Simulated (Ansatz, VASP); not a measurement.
This is a calculation of BeTe for VASP 6.6.1.

The input INCAR:

```
SYSTEM = BeTe
  PREC = Accurate
  ENCUT = 520
  EDIFF = 1E-7
  ISMEAR = -1
  SIGMA = 0.05
  LREAL = .False.
  LASPH = .True.
  NELM = 80
  ALGO = Normal
  ISIF = 2
  LWAVE = .False.
  LCHARG = .False.
  GGA = PS
  NBANDS = 11
```

File KPOINTS:

```
regular mesh
0
Gamma
  6 6 6
  0 0 0
```

File POSCAR:

```
BeTe
1.0
    0.0000000000      2.7700000000      2.7700000000
    2.7700000000      0.0000000000      2.7700000000
    2.7700000000      2.7700000000      0.0000000000
Te Be
1 1
Direct
    0.7500000000      0.7500000000      0.7500000000
    0.0000000000      0.0000000000      0.0000000000
```

Potentials or basis: VASP PAW PBE potentials, release 64 (Te, Be).

Command:

```console
$ cat potpaw_PBE.64/Te/POTCAR potpaw_PBE.64/Be/POTCAR > POTCAR
$ mpirun -np 1 vasp_std > vasp.out
```

Set up the same calculation for Ansatz 0.2.0. Potentials there: all-electron PAW datasets made for the crystal.

As run (the cutoff follows the program's own potentials):

input.yaml

```yaml
crystal:
  lattice:
    - [0.0, 2.77, 2.77]
    - [2.77, 0.0, 2.77]
    - [2.77, 2.77, 0.0]
  atoms:
    - { symbol: Te, position: [0.75, 0.75, 0.75] }
    - { symbol: Be, position: [0.0, 0.0, 0.0] }
kpoints:
  mp_grid: { grid: [6, 6, 6] }
scf:
  occupations: { method: fermi_dirac, width: 0.05 }
hamiltonian:
  xc: pbesol
  pseudopotentials: { kind: all_electron, datasets: crystal }
output:
  forces: true
  stress: true
  eigenvalues: true
```

Potentials or basis: all-electron PAW datasets made for the crystal.

Command:

```sh
$ ansatz run input.yaml --threads 2 --pin off --max-ram 8192MiB --backend cpu --events-out ev --progress --plain --runs-dir out
```

Both were run:

|  | VASP | Ansatz | Ansatz less VASP |
| --- | --- | --- | --- |
| gap on the k mesh at the Fermi level (eV) | 1.73 | 1.75 | +0.019 |
| least direct gap on the mesh (eV) | 3.55 | 3.58 | +0.024 |
| pressure (GPa) | 2.6 | 2.3 | -0.29 |

VASP's potentials were made for PBE, not for PBEsol. Ansatz ran all-electron here, and VASP with PAW potentials.

Neither program's run includes spin-orbit coupling.
